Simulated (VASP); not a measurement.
SbSeBr3, 5 atoms in the cell. It takes space group Cmmm (No. 65, orthorhombic). Conventional cell: a = 5.271 Å, b = 15.319 Å, c = 5.490 Å, α = 90.00°, β = 90.00°, γ = 90.00°. Sb (site symmetry mmm) has 2 Se at 2.64 Å within 3.5 Å. Se (site symmetry mmm) has 2 Sb at 2.64 Å and 2 Br at 2.74 Å within 3.5 Å. Within 3.5 Å of Br (site symmetry 2/m) lie 2 Br at 2.64 Å. Within 3.6 Å of Br (site symmetry mmm) lie 2 Se at 2.74 Å. The cell was built from a structure type or drawn by symmetry, and may not be a known phase.

```yaml
Program: VASP 6.6.1
Task: single point
Functional: PBE
Potentials_or_basis: VASP PAW PBE potentials, release 64 (Sb, Se, Br)
Cutoff: 520 eV
k_mesh: 8 × 8 × 8
Occupations: gaussian, width 0.1 eV
Spin: no spin polarisation
Dipole_correction: no
Further_INCAR_settings: ALGO = Normal; EDIFF = 1e-06; NBANDS = 24
```

Potentials or basis: VASP PAW PBE potentials, release 64 (Sb, Se, Br).

Run with:

```console
$ cat potpaw_PBE.64/Sb/POTCAR potpaw_PBE.64/Se/POTCAR potpaw_PBE.64/Br/POTCAR > POTCAR
$ mpirun -np 1 vasp_std > vasp.out
```

Hardware: 1 thread of Intel Xeon 8259CL (shared host).

Q: Estimate the wall time of this run.

A: It took 18 min on 1 thread of Intel Xeon 8259CL (shared host), peak memory 0.8 GiB. Counts: scf iterations 16, k points 105.
